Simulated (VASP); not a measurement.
# C (Fd-3m) in VASP: a series of runs

Aim: see how the results for C move with the level of theory and the settings. Levels: PBE, RPBE. Tasks: relaxation of cell and atoms.

All numbers are computed with VASP 6.6.1; they aren't measurements. Logs are shortened: lines on timing, memory, paths and dates and some standing lists are left out, and cuts for length are marked.

## Step 1: The cell of the first run

It takes space group Fd-3m (No. 227, cubic). The conventional cell has a = 4.021 Å, b = 4.021 Å, c = 4.021 Å, α = 90.00°, β = 90.00°, γ = 90.00°. Within 2.3 Å of C (site symmetry -43m) lie 4 C at 1.74 Å.

## Step 2: Relaxation of cell and atoms, PBE

INCAR reads:

```
PREC = Accurate
ENCUT = 600
EDIFF = 1E-6
ISMEAR = -1
SIGMA = 0.02
LREAL = False
LASPH = True
NELM = 60
ALGO = Normal
ISIF = 3
LWAVE = False
LCHARG = False
GGA = PE
IBRION = 2
NSW = 60
EDIFFG = -0.005
```

KPOINTS reads:

```
Automatic mesh
0
Gamma
  14 14 14
```

POSCAR reads:

```
C
1.0
    0.0000000000      2.0103628793      2.0103628793
    2.0103628793      0.0000000000      2.0103628793
    2.0103628793      2.0103628793      0.0000000000
C
2
Direct
   -0.1250000000     -0.1250000000     -0.1250000000
    0.1250000000      0.1250000000      0.1250000000
```

Potentials or basis: VASP PAW PBE potentials, release 64 (C).

Command:

```console
cat potpaw_PBE.64/C/POTCAR > POTCAR
mpirun -np 1 vasp_std > vasp.out
```

OUTCAR:

```text
PREC = Accurate
   ENCUT = 600
   EDIFF = 1E-6
   ISMEAR = -1
   LREAL = False
   LASPH = True
   NELM = 60
   ISIF = 3
   GGA = PE
   IBRION = 2
   NSW = 60
   EDIFFG = -0.005

 ion  position               nearest neighbor table
   1  0.875  0.875  0.875-   2 1.74   2 1.74   2 1.74   2 1.74
   2  0.125  0.125  0.125-   1 1.74   1 1.74   1 1.74   1 1.74

  LATTYP: Found a face centered cubic cell.
 ALAT       =     4.0207257586

  Lattice vectors:

 A1 = (   0.0000000000,   2.0103628793,   2.0103628793)
 A2 = (   2.0103628793,   0.0000000000,   2.0103628793)
 A3 = (   2.0103628793,   2.0103628793,   0.0000000000)

Analysis of symmetry for initial positions (statically):
=====================================================================
 Subroutine PRICEL returns:
 Original cell was already a primitive cell.

 Routine SETGRP: Setting up the symmetry group for a
 face centered cubic supercell.

 Subroutine GETGRP returns: Found 48 space group operations
 (whereof 12 operations were pure point group operations)
 out of a pool of 48 trial point group operations.

The static configuration has the point symmetry D_3d.
 The point group associated with its full space group is O_h .

Analysis of symmetry for dynamics (positions and initial velocities):
=====================================================================
 Subroutine PRICEL returns:
 Original cell was already a primitive cell.

 Routine SETGRP: Setting up the symmetry group for a
 face centered cubic supercell.

 Subroutine GETGRP returns: Found 48 space group operations
 (whereof 12 operations were pure point group operations)
 out of a pool of 48 trial point group operations.

The dynamic configuration has the point symmetry D_3d.
 The point group associated with its full space group is O_h .

 Subroutine INISYM returns: Found 48 space group operations
 (whereof 12 operations are pure point group operations),
 and found     1 'primitive' translations

----------------------------------------------------------------------------------------

                                     Primitive cell

  volume of cell :      16.2500

  direct lattice vectors                    reciprocal lattice vectors
     0.000000000  2.010362879  2.010362879    -0.248711317  0.248711317  0.248711317
     2.010362879  0.000000000  2.010362879     0.248711317 -0.248711317  0.248711317
     2.010362879  2.010362879  0.000000000     0.248711317  0.248711317 -0.248711317

  length of vectors
     2.843082449  2.843082449  2.843082449     0.430780638  0.430780638  0.430780638

  position of ions in fractional coordinates (direct lattice)
     0.875000000  0.875000000  0.875000000
     0.125000000  0.125000000  0.125000000

  ion indices of the primitive-cell ions
   primitive index   ion index
                 1           1
                 2           2

----------------------------------------------------------------------------------------

 KPOINTS: Automatic mesh

Automatic generation of k-mesh.
 Grid dimensions read from file:
 generate k-points for:   14   14   14

 Generating k-lattice:

  Cartesian coordinates                     Fractional coordinates (reciprocal lattice)
    -0.017765094  0.017765094  0.017765094     0.071428571  0.000000000  0.000000000
     0.017765094 -0.017765094  0.017765094     0.000000000  0.071428571  0.000000000
     0.017765094  0.017765094 -0.017765094     0.000000000  0.000000000  0.071428571

  Length of vectors
     0.030770046  0.030770046  0.030770046

  Shift w.r.t. Gamma in fractional coordinates (k-lattice)
     0.000000000  0.000000000  0.000000000

 Subroutine IBZKPT returns following result:
 ===========================================

 Found    104 irreducible k-points:

 Following reciprocal coordinates:
            Coordinates               Weight
  0.000000  0.000000  0.000000      1.000000
  0.071429  0.000000  0.000000      8.000000
  0.142857  0.000000  0.000000      8.000000
  0.214286  0.000000  0.000000      8.000000
  0.285714  0.000000  0.000000      8.000000
  0.357143  0.000000  0.000000      8.000000
[... 16 lines left out ...]
  0.214286  0.142857  0.000000     24.000000
  0.285714  0.142857  0.000000     24.000000
 [... further k-points ...]
   k-points           NKPTS =    104   k-points in BZ     NKDIM =    104   number of bands    NBANDS=      8
   number of dos      NEDOS =    301   number of ions     NIONS =      2
   total plane-waves  NPLWV =  13824
   dimension x,y,z NGX =    24 NGY =   24 NGZ =   24
   dimension x,y,z NGXF=    48 NGYF=   48 NGZF=   48
   ions per type =               2
   NGX,Y,Z   is equivalent  to a cutoff of  14.03, 14.03, 14.03 a.u.
   NGXF,Y,Z  is equivalent  to a cutoff of  28.07, 28.07, 28.07 a.u.
 SYSTEM =  unknown system
   PREC   = accura    normal or accurate (medium, high low for compatibility)
   ISTART =      0    job   : 0-new  1-cont  2-samecut
   ICHARG =      2    charge: 1-file 2-atom 10-const
   ISPIN  =      1    spin polarized calculation?
   LNONCOLLINEAR =      F non collinear calculations
   LSORBIT =      F    spin-orbit coupling
   LASPH  =      T    aspherical Exc in radial PAW
   ENCUT  =  600.0 eV  44.10 Ry    6.64 a.u.   5.68  5.68  5.68*2*pi/ulx,y,z
   NELM   =     60;   NELMIN=  2; NELMDL= -5     # of ELM steps
   EDIFF  = 0.1E-05   stopping-criterion for ELM
   LREAL  =      F    real-space projection
   EDIFFG = -.5E-02   stopping-criterion for IOM
   NSW    =     60    number of steps for IOM
   IBRION =      2    ionic relax: 0-MD 1-quasi-New 2-CG
   NFREE  =      1    steps in history (QN), initial steepest desc. (CG)
   ISIF   =      3    stress and relaxation
   ISYM   =      2    0-nonsym 1-usesym 2-fastsym
   POTIM  = 0.5000    time-step for ionic-motion
   TEBEG  =    0.0;   TEEND  =   0.0 temperature during run
   PSTRESS=    0.0 pullay stress
   NELECT =       8.0000    total number of electrons
   NUPDOWN=      -1.0000    fix difference up-down
   EMIN   =  10.00;   EMAX   =-10.00  energy-range for DOS
   EFERMI =   0.00;   METHOD = LEGACY
   ISMEAR =    -1;   SIGMA  =   0.02  broadening in eV -4-tet -1-fermi 0-gaus
   EFERMI_NEDOS =   21; number of points for ismear=-14 and -15
   IALGO  =     38    algorithm
   IMIX   =      4    mixing-type and parameters
     AMIX     =   0.40;   BMIX     =  1.00
     AMIX_MAG =   1.60;   BMIX_MAG =  1.00
  volume/ion in A,a.u.               =       8.13        54.83
  Fermi-wavevector in a.u.,A,eV,Ry     =   1.292668  2.442789 22.735211  1.670991
  Thomas-Fermi vector in A             =   2.424362
   LORBIT       =      0    0 simple, 1 ext, 2 COOP (PROOUT), +10 PAW based schemes
   GGA     = PE    functional components
   LHFCALC =     F    Hartree Fock is set to
   AEXX    =    0.0000 exact exchange contribution
   IVDW    =     0    specifies the selected vdW correction
   LEPSILON=     F    determine dielectric tensor
   LRPA    =     F    only Hartree local field effects (RPA)
 conjugate gradient relaxation of ions
 non-spin polarized calculation
  energy-cutoff  :      600.00
  volume of cell :       16.25
 maximum number of plane-waves:       553
   NGX = 11   NGY = 11   NGZ = 11

--------------------------------------- Ionic step        1  -------------------------------------------

 number of electron       8.0000000 magnetization

 Free energy of the ion-electron system (eV)
  ---------------------------------------------------
  ext. energy  EPLUGINS =         0.00000000
  ---------------------------------------------------
  free energy    TOTEN  =       -16.62742938 eV

  energy without entropy =      -16.62742938  energy(sigma->0) =      -16.62742938

------------------------ aborting loop because EDIFF is reached ----------------------------------------

  FORCE on cell =-STRESS in cart. coord.  units (eV):
  Direction    XX          YY          ZZ          XY          YZ          ZX
  --------------------------------------------------------------------------------------
  -------------------------------------------------------------------------------------
  Total       -7.8480823     -7.8480823     -7.8480823      0.0000000      0.0000000      0.0000000
  in kB     -773.7858160   -773.7858160   -773.7858160      0.0000000      0.0000000      0.0000000
  external PRESSURE =    -773.7858160 kB  Pullay stress =       0.0000000 kB
[... 57 lines left out ...]
  energy  without entropy=      -16.8532659686  energy(sigma->0) =      -16.85326597

--------------------------------------- Ionic step        3  -------------------------------------------

 number of electron       8.0000000 magnetization

 E-fermi :   9.8728     XC(G=0): -13.1562

 val. band max:        9.4548139161   @ k =   0.0000   0.0000   0.0000
 cond. band min:      13.5443559016   @ k =   0.3571   0.3571   0.0000
 fundamental gap:      4.0895419855
 Fermi energy:         9.8727713320

 k-point     1 :       0.0000    0.0000    0.0000
  band No.  band energies     occupation
      1     -11.7684      2.00000
      2       9.4548      2.00000
      3       9.4548      2.00000
      4       9.4548      2.00000
      5      14.9940      0.00000
      6      14.9940      0.00000
      7      14.9940      0.00000
      8      22.3571      0.00000
[... 243 lines left out ...]
 k-point    24 :       0.2857    0.1429    0.0000
  band No.  band energies     occupation
      1      -9.7445      2.00000
      2       3.5135      2.00000
      3       6.2007      2.00000
      4       6.8885      2.00000
      5      15.3056      0.00000
      6      19.2527      0.00000
      7      19.3906      0.00000
      8      21.6545      0.00000

 [... further k-points ...]
[... 5 lines left out ...]
  --------------------------------------------------------------------------------------
  -------------------------------------------------------------------------------------
  Total       -0.4598224     -0.4598224     -0.4598224      0.0000000      0.0000000     -0.0000000
  in kB      -63.7333041    -63.7333041    -63.7333041      0.0000000      0.0000000     -0.0000000
  external PRESSURE =     -63.7333041 kB  Pullay stress =       0.0000000 kB
[... 129 lines left out ...]
  energy  without entropy=      -18.2054779722  energy(sigma->0) =      -18.20547797

--------------------------------------- Ionic step        7  -------------------------------------------

 number of electron       8.0000000 magnetization

 Free energy of the ion-electron system (eV)
  ---------------------------------------------------
  ext. energy  EPLUGINS =         0.00000000
  ---------------------------------------------------
  free energy    TOTEN  =       -18.20575753 eV

  energy without entropy =      -18.20575753  energy(sigma->0) =      -18.20575753

 E-fermi :  10.1330     XC(G=0): -13.2314

 val. band max:        9.6702127306   @ k =   0.0000   0.0000   0.0000
 cond. band min:      13.7931256497   @ k =   0.3571   0.3571   0.0000
 fundamental gap:      4.1229129191
 Fermi energy:        10.1329778564

 k-point     1 :       0.0000    0.0000    0.0000
  band No.  band energies     occupation
      1     -11.7532      2.00000
      2       9.6702      2.00000
      3       9.6702      2.00000
      4       9.6702      2.00000
      5      15.2508      0.00000
      6      15.2508      0.00000
      7      15.2508      0.00000
      8      22.9146      0.00000
[... 243 lines left out ...]
 k-point    24 :       0.2857    0.1429    0.0000
  band No.  band energies     occupation
      1      -9.7078      2.00000
      2       3.6672      2.00000
      3       6.3657      2.00000
      4       7.0808      2.00000
      5      15.5738      0.00000
      6      19.6070      0.00000
      7      19.7145      0.00000
      8      22.0226      0.00000

 [... further k-points ...]
[... 5 lines left out ...]
  --------------------------------------------------------------------------------------
  -------------------------------------------------------------------------------------
  Total        0.0006237      0.0006237      0.0006237     -0.0000000      0.0000000     -0.0000000
  in kB        0.0877574      0.0877574      0.0877574     -0.0000000      0.0000000     -0.0000000
  external PRESSURE =       0.0877574 kB  Pullay stress =       0.0000000 kB
[... 17 lines left out ...]
  FREE ENERGIE OF THE ION-ELECTRON SYSTEM (eV)
  ---------------------------------------------------
  free  energy   TOTEN  =       -18.2057575334 eV

  energy  without entropy=      -18.2057575334  energy(sigma->0) =      -18.20575753

 reached required accuracy - stopping structural energy minimisation
```

Run time: 1.8 min. Hardware: 1 thread of Intel Xeon 8259CL, shared host; peak memory 0.14 GiB.

What came out:

* Free energy: -18.2058 eV
* Relaxed volume: 5.69 Å³/atom
* Relaxed cell: a = 2.525 Å, b = 2.525 Å, c = 2.525 Å, α = 60.00°, β = 60.00°, γ = 60.00°
* Space group after relaxing (to 0.1 Å): Fd-3m (No. 227)
* Energy gained by relaxing: 789.2 meV/atom
* Ionic steps: 7
* Pressure after relaxing: 0.0 GPa
* Band gap on the k mesh: 4.12 eV (least direct gap 5.58 eV)

The path:
```
step  energy change (eV)  largest force (eV/Å)  pressure (GPa)  volume (Å³)
   1              0.0000                0.0000          -77.38        16.25
   2             -0.2258                0.0000          195.94         8.66
   3             -1.5749                0.0000           -6.37        11.56
   4             -1.5781                0.0000           -1.52        11.43
   5             -1.5781                0.0000            1.74        11.34
   6             -1.5780                0.0000           -1.84        11.44
   7             -1.5783                0.0000            0.01        11.39
```

Final structure:
```
CELL_PARAMETERS angstrom
0.00000 1.78563 1.78563
1.78563 0.00000 1.78563
1.78563 1.78563 0.00000
ATOMIC_POSITIONS crystal
C 0.87500 0.87500 0.87500
C 0.12500 0.12500 0.12500
```

Levels at points of the mesh, in eV from the valence-band top:
| k point | band 1 | band 2 | band 3 | band 4 | band 5 | band 6 | band 7 | band 8 |
| --- | --- | --- | --- | --- | --- | --- | --- | --- |
| (0.00, 0.00, 0.00) | -21.42 | 0.00 | 0.00 | 0.00 | 5.58 | 5.58 | 5.58 | 13.24 |
| (0.50, 0.00, 0.00) | -15.67 | -13.33 | -2.79 | -2.79 | 8.44 | 8.44 | 8.80 | 15.66 |
| (0.50, 0.50, 0.00) | -12.74 | -12.74 | -6.27 | -6.27 | 4.75 | 4.75 | 16.75 | 16.75 |

Caveat: the volume moved by over 15 % at a fixed basis, so the end points are rough. A k mesh can miss the band edges.

## Step 3: Relaxation of cell and atoms, RPBE

INCAR reads:

```
  ALGO = Normal
  EDIFF = 1E-7
  EDIFFG = -0.005
  ENCUT = 600
  GGA = RP
  IBRION = 2
  ISIF = 3
  ISMEAR = -1
  LASPH = T
  LCHARG = F
  LREAL = F
  LWAVE = F
  NELM = 80
  NSW = 60
  PREC = Accurate
  SIGMA = 0.02
```

KPOINTS reads:

```
k-points
0
Gamma
  14 14 14
```

POSCAR is that of step 2.

Potentials or basis: VASP PAW PBE potentials, release 64 (C).

Command:

```console
cat potpaw_PBE.64/C/POTCAR > POTCAR
mpirun -np 1 vasp_std > vasp.out
```

It took 2.5 min on 1 thread of Intel Xeon 8259CL, shared host; peak memory 0.14 GiB.

Results (log left out):

```yaml
Free_energy: -17.2562 eV
Relaxed_volume: 5.77 Å³/atom
Relaxed_cell: a = 2.537 Å, b = 2.537 Å, c = 2.537 Å, α = 60.00°, β = 60.00°, γ = 60.00°
Space_group_after_relaxing_to_0.1_Å: Fd-3m (No. 227)
Energy_gained_by_relaxing: 718.4 meV/atom
Ionic_steps: 7
Pressure_after_relaxing: 0.0 GPa
Band_gap_on_the_k_mesh: 4.09 eV (least direct gap 5.55 eV)
```

The path:
```
step  energy change (eV)  largest force (eV/Å)  pressure (GPa)  volume (Å³)
   1              0.0000                0.0000          -73.49        16.25
   2             -0.3187                0.0000          168.86         8.97
   3             -1.4345                0.0000           -5.10        11.69
   4             -1.4367                0.0000           -1.15        11.58
   5             -1.4365                0.0000            1.90        11.49
   6             -1.4365                0.0000           -1.92        11.60
   7             -1.4368                0.0000            0.01        11.54
```

Final structure:
```yaml
crystal:
  lattice:
    - [0.00000, 1.79385, 1.79385]
    - [1.79385, 0.00000, 1.79385]
    - [1.79385, 1.79385, 0.00000]
  atoms:
    - { symbol: C, position: [0.87500, 0.87500, 0.87500] }
    - { symbol: C, position: [0.12500, 0.12500, 0.12500] }
```

Levels at points of the mesh, in eV from the valence-band top:
```csv
k point,band 1,band 2,band 3,band 4,band 5,band 6,band 7,band 8
"(0.00, 0.00, 0.00)",-21.32,0.00,0.00,0.00,5.55,5.55,5.55,12.87
"(0.50, 0.00, 0.00)",-15.66,-13.20,-2.76,-2.76,8.40,8.40,8.56,15.65
"(0.50, 0.50, 0.00)",-12.71,-12.71,-6.21,-6.21,4.73,4.73,16.63,16.63
```

Caveat: the volume moved by over 15 % at a fixed basis, so the end points are rough; the PAW data sets were made with another functional, which shifts forces and pressure a little. A k mesh can miss the band edges.
